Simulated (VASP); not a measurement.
A run of VASP 6.6.1:

File POSCAR:

```
ZnS
1.0
    3.8110000000      0.0000000000      0.0000000000
   -1.9055000000      3.3004228138      0.0000000000
    0.0000000000      0.0000000000      6.2340000000
Zn S
2 2
Direct
    0.3333333333      0.6666666667      0.0050525968
    0.6666666667      0.3333333333      0.5050525968
    0.3333333333      0.6666666667      0.3799474032
    0.6666666667      0.3333333333      0.8799474032
```

The input INCAR.step1:

```
  PREC = Accurate
  ENCUT = 520
  ISMEAR = 0
  SIGMA = 0.02
  LREAL = False
  LASPH = True
  NELM = 80
  NBANDS = 26
  GGA = PE
  ALGO = Normal
  EDIFF = 1E-4
  LWAVE = True
  LCHARG = False
```

The input INCAR.step2:

```
  PREC = Accurate
  ENCUT = 520
  EDIFF = 1E-6
  ISMEAR = 0
  SIGMA = 0.02
  LREAL = False
  LASPH = True
  NELM = 80
  ALGO = Normal
  ISIF = 2
  LWAVE = False
  LCHARG = False
  METAGGA = R2SCAN
  LMIXTAU = True
  NBANDS = 26
  ISTART = 1
```

The input KPOINTS:

```
regular mesh
0
Gamma
  6 6 4
```

Potentials or basis: VASP PAW PBE potentials, release 64 (Zn, S).

The run is started by

```bash
$ cat potpaw_PBE.64/Zn/POTCAR potpaw_PBE.64/S/POTCAR > POTCAR
$ cp INCAR.step1 INCAR
$ mpirun -np 1 vasp_std > vasp.out
$ cp INCAR.step2 INCAR
$ mpirun -np 1 vasp_std > vasp.out
```

Hardware: 1 thread of Intel Xeon 8259CL, on a shared host.

Q: How long does it take, and how much memory?

A: Wall time 2.1 min on 1 thread of Intel Xeon 8259CL (shared host), peak memory 0.21 GiB. Counts: k points 21.
